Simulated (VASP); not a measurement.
# Ni (Fm-3m) in VASP: notebook

Runs on Ni. Level: r2SCAN. Tasks: single point.

Program: VASP 6.6.1. These are calculated values, not measurements. Logs are shortened: lines on timing, memory, paths and dates and some standing lists are left out, and cuts for length are marked.

## (1) The cell of the first run

It takes space group Fm-3m (No. 225, cubic). Conventional cell: a = 3.476 Å, b = 3.476 Å, c = 3.476 Å, α = 90.00°, β = 90.00°, γ = 90.00°. Within 3.2 Å of Ni (site symmetry m-3m) lie 12 Ni at 2.46 Å.

## (2) Single point, r2SCAN, collinear spin, ferromagnetic start

POSCAR

```
Ni
1.0
    0.0000000000      1.7380692641      1.7380692641
    1.7380692641      0.0000000000      1.7380692641
    1.7380692641      1.7380692641      0.0000000000
Ni
1
Direct
    0.0000000000      0.0000000000      0.0000000000
```

INCAR.step1

```
PREC = Accurate
ENCUT = 520
ISMEAR = 1
SIGMA = 0.03
LREAL = False
LASPH = True
NELM = 150
ISPIN = 2
MAGMOM = 0.807
LMAXMIX = 4
NBANDS = 15
GGA = PE
ALGO = Normal
EDIFF = 1E-4
LWAVE = True
LCHARG = False
```

INCAR.step2

```
PREC = Accurate
ENCUT = 520
EDIFF = 1E-6
ISMEAR = 1
SIGMA = 0.03
LREAL = False
LASPH = True
NELM = 150
ALGO = Normal
ISIF = 2
LWAVE = False
LCHARG = True
ISPIN = 2
MAGMOM = 0.807
LORBIT = 11
LMAXMIX = 4
METAGGA = R2SCAN
LMIXTAU = True
LELF = True
LVHAR = True
NBANDS = 15
ISTART = 1
```

KPOINTS

```
regular mesh
0
Gamma
  15 15 15
```

Potentials or basis: VASP PAW PBE potentials, release 64 (Ni).

Run with:

```
cat potpaw_PBE.64/Ni/POTCAR > POTCAR
cp INCAR.step1 INCAR
mpirun -np 1 vasp_std > vasp.out
cp INCAR.step2 INCAR
mpirun -np 1 vasp_std > vasp.out
```

OUTCAR:

```text
PREC = Accurate
   ENCUT = 520
   EDIFF = 1E-6
   ISMEAR = 1
   LREAL = False
   LASPH = True
   NELM = 150
   ISIF = 2
   ISPIN = 2
   LORBIT = 11
   METAGGA = R2SCAN
   ISTART = 1

 ion  position               nearest neighbor table
   1  0.000  0.000  0.000-

  LATTYP: Found a face centered cubic cell.
 ALAT       =     3.4761385282

  Lattice vectors:

 A1 = (   0.0000000000,   1.7380692641,   1.7380692641)
 A2 = (   1.7380692641,   0.0000000000,   1.7380692641)
 A3 = (   1.7380692641,   1.7380692641,   0.0000000000)

Analysis of symmetry for initial positions (statically):
=====================================================================
 Subroutine PRICEL returns:
 Original cell was already a primitive cell.

 Routine SETGRP: Setting up the symmetry group for a
 face centered cubic supercell.

 Subroutine GETGRP returns: Found 48 space group operations
 (whereof 48 operations were pure point group operations)
 out of a pool of 48 trial point group operations.

The static configuration has the point symmetry O_h .

Analysis of symmetry for dynamics (positions and initial velocities):
=====================================================================
 Subroutine PRICEL returns:
 Original cell was already a primitive cell.

 Routine SETGRP: Setting up the symmetry group for a
 face centered cubic supercell.

 Subroutine GETGRP returns: Found 48 space group operations
 (whereof 48 operations were pure point group operations)
 out of a pool of 48 trial point group operations.

The dynamic configuration has the point symmetry O_h .

Analysis of structural, dynamic, and magnetic symmetry:
=====================================================================
 Subroutine PRICEL returns:
 Original cell was already a primitive cell.

 Routine SETGRP: Setting up the symmetry group for a
 face centered cubic supercell.

 Subroutine GETGRP returns: Found 48 space group operations
 (whereof 48 operations were pure point group operations)
 out of a pool of 48 trial point group operations.

The overall configuration has the point symmetry O_h .

 Subroutine INISYM returns: Found 48 space group operations
 (whereof 48 operations are pure point group operations),
 and found     1 'primitive' translations

----------------------------------------------------------------------------------------

                                     Primitive cell

  volume of cell :      10.5010

  direct lattice vectors                    reciprocal lattice vectors
     0.000000000  1.738069264  1.738069264    -0.287675532  0.287675532  0.287675532
     1.738069264  0.000000000  1.738069264     0.287675532 -0.287675532  0.287675532
     1.738069264  1.738069264  0.000000000     0.287675532  0.287675532 -0.287675532

  length of vectors
     2.458001126  2.458001126  2.458001126     0.498268637  0.498268637  0.498268637

  position of ions in fractional coordinates (direct lattice)
     0.000000000  0.000000000  0.000000000

  ion indices of the primitive-cell ions
   primitive index   ion index
                 1           1

----------------------------------------------------------------------------------------

 KPOINTS: regular mesh

Automatic generation of k-mesh.
 Grid dimensions read from file:
 generate k-points for:   15   15   15

 Generating k-lattice:

  Cartesian coordinates                     Fractional coordinates (reciprocal lattice)
    -0.019178369  0.019178369  0.019178369     0.066666667  0.000000000  0.000000000
     0.019178369 -0.019178369  0.019178369     0.000000000  0.066666667  0.000000000
     0.019178369  0.019178369 -0.019178369     0.000000000  0.000000000  0.066666667

  Length of vectors
     0.033217909  0.033217909  0.033217909

  Shift w.r.t. Gamma in fractional coordinates (k-lattice)
     0.000000000  0.000000000  0.000000000

 Subroutine IBZKPT returns following result:
 ===========================================

 Found    120 irreducible k-points:

 Following reciprocal coordinates:
            Coordinates               Weight
  0.000000  0.000000  0.000000      1.000000
  0.066667  0.000000  0.000000      8.000000
  0.133333  0.000000  0.000000      8.000000
  0.200000  0.000000  0.000000      8.000000
  0.266667  0.000000  0.000000      8.000000
  0.333333  0.000000  0.000000      8.000000
[... 16 lines left out ...]
  0.133333  0.133333  0.000000      6.000000
  0.200000  0.133333  0.000000     24.000000
 [... further k-points ...]
   k-points           NKPTS =    120   k-points in BZ     NKDIM =    120   number of bands    NBANDS=     15
   number of dos      NEDOS =    301   number of ions     NIONS =      1
   total plane-waves  NPLWV =   5832
   dimension x,y,z NGX =    18 NGY =   18 NGZ =   18
   dimension x,y,z NGXF=    36 NGYF=   36 NGZF=   36
   ions per type =               1
   NGX,Y,Z   is equivalent  to a cutoff of  12.17, 12.17, 12.17 a.u.
   NGXF,Y,Z  is equivalent  to a cutoff of  24.35, 24.35, 24.35 a.u.
 SYSTEM =  unknown system
   PREC   = accura    normal or accurate (medium, high low for compatibility)
   ISTART =      1    job   : 0-new  1-cont  2-samecut
   ICHARG =      0    charge: 1-file 2-atom 10-const
   ISPIN  =      2    spin polarized calculation?
   LNONCOLLINEAR =      F non collinear calculations
   LSORBIT =      F    spin-orbit coupling
   LASPH  =      T    aspherical Exc in radial PAW
   ENCUT  =  520.0 eV  38.22 Ry    6.18 a.u.   4.57  4.57  4.57*2*pi/ulx,y,z
   NELM   =    150;   NELMIN=  2; NELMDL=  0     # of ELM steps
   EDIFF  = 0.1E-05   stopping-criterion for ELM
   LREAL  =      F    real-space projection
   EDIFFG = 0.1E-04   stopping-criterion for IOM
   NSW    =      0    number of steps for IOM
   IBRION =     -1    ionic relax: 0-MD 1-quasi-New 2-CG
   NFREE  =      0    steps in history (QN), initial steepest desc. (CG)
   ISIF   =      2    stress and relaxation
   ISYM   =      2    0-nonsym 1-usesym 2-fastsym
   POTIM  = 0.5000    time-step for ionic-motion
   TEBEG  =    0.0;   TEEND  =   0.0 temperature during run
   PSTRESS=    0.0 pullay stress
   NELECT =      10.0000    total number of electrons
   NUPDOWN=      -1.0000    fix difference up-down
   EMIN   =  10.00;   EMAX   =-10.00  energy-range for DOS
   EFERMI =   0.00;   METHOD = LEGACY
   ISMEAR =     1;   SIGMA  =   0.03  broadening in eV -4-tet -1-fermi 0-gaus
   EFERMI_NEDOS =   21; number of points for ismear=-14 and -15
   IALGO  =     38    algorithm
   IMIX   =      4    mixing-type and parameters
     AMIX     =   0.40;   BMIX     =  1.00
     AMIX_MAG =   1.60;   BMIX_MAG =  1.00
  volume/ion in A,a.u.               =      10.50        70.86
  Fermi-wavevector in a.u.,A,eV,Ry     =   1.610637  3.043663 35.295588  2.594153
  Thomas-Fermi vector in A             =   2.706156
   LORBIT       =     11    0 simple, 1 ext, 2 COOP (PROOUT), +10 PAW based schemes
   METAGGA = R2SCAN    functional components
   LHFCALC =     F    Hartree Fock is set to
   AEXX    =    0.0000 exact exchange contribution
   IVDW    =     0    specifies the selected vdW correction
   LEPSILON=     F    determine dielectric tensor
   LRPA    =     F    only Hartree local field effects (RPA)
 spin polarized calculation
 Methfessel and Paxton  Order N= 1 SIGMA  =   0.03
  energy-cutoff  :      520.00
  volume of cell :       10.50
 maximum number of plane-waves:       295
   NGX =  9   NGY =  9   NGZ =  9

 number of electron       9.9999999 magnetization       0.6834524

 Free energy of the ion-electron system (eV)
  ---------------------------------------------------
  ext. energy  EPLUGINS =         0.00000000
  ---------------------------------------------------
  free energy    TOTEN  =       -11.94502634 eV

  energy without entropy =      -11.94501435  energy(sigma->0) =      -11.94502234

 E-fermi :   9.8237     XC(G=0): -14.6262

 val. band max:        9.8169850258   @ k =   0.4000   0.0000   0.0000
 cond. band min:       9.8297588600   @ k =   0.4667   0.2000   0.0667
 fundamental gap:      0.0127738343
 Fermi energy:         9.8237236332

 spin component 1

 k-point     1 :       0.0000    0.0000    0.0000
  band No.  band energies     occupation
      1       0.1662      1.00000
      2       6.8290      1.00000
      3       6.8290      1.00000
      4       6.8290      1.00000
      5       8.1762      1.00000
      6       8.1762      1.00000
      7      34.6779      0.00000
      8      39.1212      0.00000
      9      39.1212      0.00000
     10      39.1216      0.00000
     11      41.8694      0.00000
     12      41.8694      0.00000
     13      41.8695      0.00000
     14      45.2192      0.00000
     15      51.9401      0.00000
[... 397 lines left out ...]
 k-point    24 :       0.2000    0.1333    0.0000
  band No.  band energies     occupation
      1       1.7571      1.00000
      2       6.3359      1.00000
      3       7.2163      1.00000
      4       7.2370      1.00000
      5       7.8051      1.00000
      6       8.3575      1.00000
      7      30.5592      0.00000
      8      33.4214      0.00000
      9      33.6670      0.00000
     10      36.1548      0.00000
     11      41.2784      0.00000
     12      45.5124      0.00000
     13      47.3657      0.00000
     14      48.0270      0.00000
     15      51.8402      0.00000

 [... further k-points ...]

 spin component 2

 k-point     1 :       0.0000    0.0000    0.0000
  band No.  band energies     occupation
      1      -0.0841      1.00000
      2       8.0964      1.00000
      3       8.0964      1.00000
      4       8.0965      1.00000
      5       8.8782      1.00000
      6       8.8783      1.00000
      7      34.4263      0.00000
      8      39.2170      0.00000
      9      39.2171      0.00000
     10      39.2172      0.00000
     11      42.1498      0.00000
     12      42.1499      0.00000
     13      42.1499      0.00000
     14      45.2872      0.00000
     15      52.7141      0.00000
[... 397 lines left out ...]
 k-point    24 :       0.2000    0.1333    0.0000
  band No.  band energies     occupation
      1       1.5277      1.00000
      2       7.5137      1.00000
      3       8.3091      1.00000
      4       8.4960      1.00000
      5       8.6624      1.00000
      6       9.1031      1.00000
      7      30.6689      0.00000
      8      33.6195      0.00000
      9      33.6671      0.00000
     10      36.2187      0.00000
     11      41.7207      0.00000
     12      45.6934      0.00000
     13      47.5298      0.00000
     14      48.2041      0.00000
     15      53.5075      0.00000

 [... further k-points ...]
[... 5 lines left out ...]
  --------------------------------------------------------------------------------------
  -------------------------------------------------------------------------------------
  Total        0.0169626      0.0169626      0.0169626      0.0000000      0.0000000      0.0000000
  in kB        2.5880388      2.5880388      2.5880388      0.0000000      0.0000000      0.0000000
  external PRESSURE =       2.5880388 kB  Pullay stress =       0.0000000 kB

 VOLUME and BASIS-vectors are now :
 -----------------------------------------------------------------------------
  energy-cutoff  :      520.00
  volume of cell :       10.50
      direct lattice vectors                 reciprocal lattice vectors
     0.000000000  1.738069264  1.738069264    -0.287675532  0.287675532  0.287675532
     1.738069264  0.000000000  1.738069264     0.287675532 -0.287675532  0.287675532
     1.738069264  1.738069264  0.000000000     0.287675532  0.287675532 -0.287675532

 POSITION                                       TOTAL-FORCE (eV/Angst)
 -----------------------------------------------------------------------------------
      0.00000      0.00000      0.00000         0.000000     -0.000000     -0.000000
 -----------------------------------------------------------------------------------
    total drift:                                0.000000     -0.000000      0.000000

  FREE ENERGIE OF THE ION-ELECTRON SYSTEM (eV)
  ---------------------------------------------------
  free  energy   TOTEN  =       -11.9450263381 eV

  energy  without entropy=      -11.9450143531  energy(sigma->0) =      -11.94502234

 total charge

# of ion       s       p       d       tot
------------------------------------------
    1        0.528   0.550   8.333   9.412

 magnetization (x)

# of ion       s       p       d       tot
------------------------------------------
    1       -0.011  -0.043   0.756   0.702
```

It took 3.2 min on 1 thread of AMD EPYC 7R43 (Zen 3), shared host; peak memory 0.11 GiB.

What came out:

- Free energy: -11.9450 eV
- Pressure: 0.3 GPa
- Net moment: 0.68 μB per cell
- Site moments: Ni +0.70 μB
- Valence electrons inside the program's atomic spheres: Ni 9.41

Levels at points of the mesh, in eV from the Fermi level:
Spin up:
```tsv
k point	band 1	band 2	band 3	band 4	band 5	band 6	band 7	band 8	band 9	band 10
(0.00, 0.00, 0.00)	-9.66	-2.99	-2.99	-2.99	-1.65	-1.65	24.85	29.30	29.30	29.30
```
Spin down:
```
           k point  band 2  band 3  band 4  band 5  band 6  band 7  band 8  band 9
(0.00, 0.00, 0.00)   -1.73   -1.73   -1.73   -0.95   -0.95   24.60   29.39   29.39
```

Caveat: the PAW data sets were made with another functional, which shifts forces and pressure a little.

## (3) Single point, r2SCAN, collinear spin, ferromagnetic start

POSCAR

```
Ni
1.0
    0.0000000000      1.7380692764      1.7380692764
    1.7380692764      0.0000000000      1.7380692764
    1.7380692764      1.7380692764      0.0000000000
Ni
1
Direct
    0.0000000000      0.0000000000      0.0000000000
```

Edit INCAR.step1 of step 2 so:

```diff
@@ -2,4 +2,4 @@
 ENCUT = 520
-ISMEAR = 1
-SIGMA = 0.03
+ISMEAR = -1
+SIGMA = 0.1
 LREAL = False
```

INCAR.step2

```
PREC = Accurate
ENCUT = 520
EDIFF = 1E-6
ISMEAR = -1
SIGMA = 0.1
LREAL = False
LASPH = True
NELM = 150
ALGO = Normal
ISIF = 2
LWAVE = False
LCHARG = False
ISPIN = 2
MAGMOM = 0.807
LORBIT = 11
LMAXMIX = 4
METAGGA = R2SCAN
LMIXTAU = True
NBANDS = 15
ISTART = 1
```

KPOINTS

```
regular mesh
0
Gamma
  8 8 8
```

Potentials or basis: VASP PAW PBE potentials, release 64 (Ni).

Run with:

```
cat potpaw_PBE.64/Ni/POTCAR > POTCAR
cp INCAR.step1 INCAR
mpirun -np 1 vasp_std > vasp.out
cp INCAR.step2 INCAR
mpirun -np 1 vasp_std > vasp.out
```

Wall time 91 s (1 thread of Intel Xeon 8259CL, shared host); peak memory 0.13 GiB.

The run converged. Its results:

| Item | Value |
| --- | --- |
| Free energy | -11.9695 eV |
| Pressure | 0.7 GPa |
| Net moment | 0.70 μB per cell |
| Site moments | Ni +0.72 μB |
| Valence electrons inside the program's atomic spheres | Ni 9.41 |

Levels at points of the mesh, in eV from the Fermi level:
Spin up:
| k point | band 3 | band 4 | band 5 | band 6 | band 7 | band 8 |
| --- | --- | --- | --- | --- | --- | --- |
| (0.00, 0.00, 0.00) | -3.00 | -3.00 | -1.67 | -1.67 | 24.86 | 29.30 |
| (0.50, 0.00, 0.00) | -2.93 | -1.03 | -1.03 | -0.46 | 5.92 | 23.29 |
| (0.50, 0.50, 0.00) | -0.93 | -0.93 | -0.92 | 2.52 | 9.69 | 15.77 |
Spin down:
```
           k point  band 1  band 2  band 3  band 4  band 5  band 6  band 7  band 8  band 9  band 10
(0.00, 0.00, 0.00)   -9.91   -1.72   -1.72   -1.72   -0.93   -0.93   24.60   29.40   29.40    29.40
(0.50, 0.00, 0.00)   -4.82   -2.04   -2.04   -0.68    0.17    0.17    6.60   23.16   26.57    26.57
(0.50, 0.50, 0.00)   -4.86   -3.88   -0.14    0.55    0.55    2.27   10.02   15.83   15.83    20.73
```

Caveat: the k points lie up to 0.39 Å⁻¹ apart; the PAW data sets were made with another functional, which shifts forces and pressure a little.
